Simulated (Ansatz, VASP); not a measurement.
## One calculation of LiNbO3, two programs

INCAR

```
ALGO = Normal ; EDIFF = 1E-6
ENCUT = 520 ; GGA = PE
ISIF = 2 ; ISMEAR = -1
LASPH = True ; LCHARG = True
LELF = True ; LREAL = Auto
LVHAR = True ; LWAVE = False
NBANDS = 84 ; NELM = 80
PREC = Accurate ; SIGMA = 0.01
```

The input KPOINTS:

```
k-points
0
Gamma
  3 3 1
```

The input POSCAR:

```
LiNbO3
1.0
   -2.5949501367      4.4945854767      0.0000000000
   -5.1899002700      0.0000000000      0.0000000000
   -5.1899002700      2.9963903200      9.3444465000
Li Nb O
4 4 12
Direct
    0.2816508355      0.2816686713      0.0775517365
    0.7816686713      0.7816508355      0.3275517365
    0.2816508355      0.2816686713      0.5775517365
    0.7816686713      0.7816508355      0.8275517365
    0.0005358727      0.0006322918      0.4991105946
    0.5006322918      0.5005358727      0.2491105946
    0.0005358727      0.0006322918      0.9991105946
    0.5006322918      0.5005358727      0.7491105946
    0.1104737963      0.7208353725      0.4052892544
    0.7208942629      0.3582409657      0.4052526050
    0.3580988592      0.1105990720      0.4050733095
    0.2208353725      0.6104737963      0.1552892544
    0.8582409657      0.2208942629      0.1552526050
    0.6105990720      0.8580988592      0.1550733095
    0.1104737963      0.7208353725      0.9052892544
    0.7208942629      0.3582409657      0.9052526050
    0.3580988592      0.1105990720      0.9050733095
    0.2208353725      0.6104737963      0.6552892544
    0.8582409657      0.2208942629      0.6552526050
    0.6105990720      0.8580988592      0.6550733095
```

Input for Ansatz:

```yaml
crystal:
  lattice:
    - [-2.594950136667, 4.494585476667, 0.0]
    - [-5.18990027, 0.0, 0.0]
    - [-5.18990027, 2.99639032, 9.3444465]
  atoms:
    - { symbol: Li, position: [0.2816508354862, 0.2816686713411, 0.07755173654545] }
    - { symbol: Li, position: [0.7816686713411, 0.7816508354862, 0.3275517365454] }
    - { symbol: Nb, position: [0.0005358727419497, 0.0006322918062625, 0.4991105946227] }
    - { symbol: Nb, position: [0.5006322918063, 0.5005358727419, 0.2491105946227] }
    - { symbol: O, position: [0.1104737962785, 0.7208353724771, 0.4052892543725] }
    - { symbol: O, position: [0.720894262944, 0.3582409656875, 0.4052526050091] }
    - { symbol: O, position: [0.3580988592059, 0.1105990720315, 0.4050733094502] }
    - { symbol: O, position: [0.2208353724771, 0.6104737962785, 0.1552892543725] }
    - { symbol: O, position: [0.8582409656875, 0.220894262944, 0.1552526050091] }
    - { symbol: O, position: [0.6105990720315, 0.8580988592059, 0.1550733094502] }
    - { symbol: Li, position: [0.2816508354862, 0.2816686713411, 0.5775517365454] }
    - { symbol: Li, position: [0.7816686713411, 0.7816508354862, 0.8275517365454] }
    - { symbol: Nb, position: [0.0005358727419497, 0.0006322918062625, 0.9991105946227] }
    - { symbol: Nb, position: [0.5006322918063, 0.5005358727419, 0.7491105946227] }
    - { symbol: O, position: [0.1104737962785, 0.7208353724771, 0.9052892543725] }
    - { symbol: O, position: [0.720894262944, 0.3582409656875, 0.9052526050091] }
    - { symbol: O, position: [0.3580988592059, 0.1105990720315, 0.9050733094502] }
    - { symbol: O, position: [0.2208353724771, 0.6104737962785, 0.6552892543725] }
    - { symbol: O, position: [0.8582409656875, 0.220894262944, 0.6552526050091] }
    - { symbol: O, position: [0.6105990720315, 0.8580988592059, 0.6550733094502] }
basis:
  ecutwfc: 420.0
  ecutrho_ratio: 4
  xc_grid: 2
  fft_grid_basis: typed
  precision: f64
kpoints:
  mp_grid: { grid: [3, 3, 1] }
hamiltonian:
  pseudopotentials: { kind: paw, azcp: { folder: soft_1 } }
scf:
  max_iter: 60
  self_checks: high
  occupations: { method: fermi_dirac, width: 0.01 }
output:
  forces: true
checkpoint:
  write: "../host.point.run"
  compress: false
  write_wavefunctions: true
  write_every: 100000
```

Alike in both runs: task single point; functional PBE; k mesh 3 × 3 × 1; occupations fermi-dirac, width 0.01 eV; no spin polarisation.

```csv
,VASP,Ansatz
version,VASP 6.6.1,Ansatz 0.2.0
potentials or method,"VASP PAW PBE potentials, release 64 (Li_sv, Nb_sv, O), cutoff 520 eV",plane-wave PAW DFT
valence electrons in the cell,136,136
```

```csv
,VASP,Ansatz,Ansatz less VASP
gap on the k mesh at the Fermi level (eV),3.58,3.60,+0.016
rms of the force components (eV/Å),0.007,0.010,+0.0032
```

The k mesh is coarse, so the values compare programs but aren't converged. Noted on VASP's run: the cutoff is short for stress, so the pressure is rough.
